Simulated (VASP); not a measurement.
**B: single point with PBE**

Crystal: B.

```
CELL_PARAMETERS angstrom
1.69868 0.00000 0.00000
0.00000 1.97682 0.00000
0.00000 0.00000 2.41104
ATOMIC_POSITIONS crystal
B 0.00000 0.00000 0.50000
```

The cell was built from a structure type or drawn by symmetry, and may not be a known phase.

```
Program                : VASP 6.6.1
Task                   : single point
Functional             : PBE
Potentials or basis    : VASP PAW PBE potentials, release 64 (B)
Cutoff                 : 520 eV
k mesh                 : 10 × 8 × 8
Occupations            : gaussian, width 0.1 eV
Spin                   : no spin polarisation
Dipole correction      : no
Further INCAR settings : ALGO = Normal; EDIFF = 1e-06; NBANDS = 8
```

```json
{
  "Pressure": "-10.4 GPa",
  "Band gap on the k mesh": "zero (an odd number of electrons rules out a gap without spin polarisation)"
}
```

Stress tensor (GPa, compression positive):
```
-38.04   0.00   0.00
  0.00  22.50   0.00
  0.00   0.00 -15.59
```

Levels at points of the mesh, in eV from the Fermi level:
```tsv
k point	band 1	band 2	band 3	band 4	band 5	band 6
(0.00, 0.00, 0.00)	-14.86	3.08	11.12	12.73	20.60	23.59
(0.50, 0.00, 0.00)	-7.07	-1.95	10.56	17.21	21.36	23.50
(0.00, 0.50, 0.00)	-7.92	-6.36	7.33	19.97	21.48	21.50
(0.50, 0.50, 0.00)	-2.30	1.06	7.75	9.82	13.85	29.51
(0.00, 0.00, 0.50)	-10.75	-7.97	12.28	21.40	25.90	27.02
(0.50, 0.00, 0.50)	-5.06	1.77	2.74	8.58	17.98	34.65
(0.00, 0.50, 0.50)	-5.49	-1.94	-1.83	6.04	23.62	35.33
(0.50, 0.50, 0.50)	-0.79	2.86	6.82	13.51	13.96	16.32
```

Wall time 2.8 s on 1 thread of Intel(R) Xeon(R) 6975P-C (Granite Rapids), with other jobs on the host, peak memory 0.11 GiB.

Caveat: the k points lie up to 0.40 Å⁻¹ apart, too coarse for converged energies and pressures of a metal.
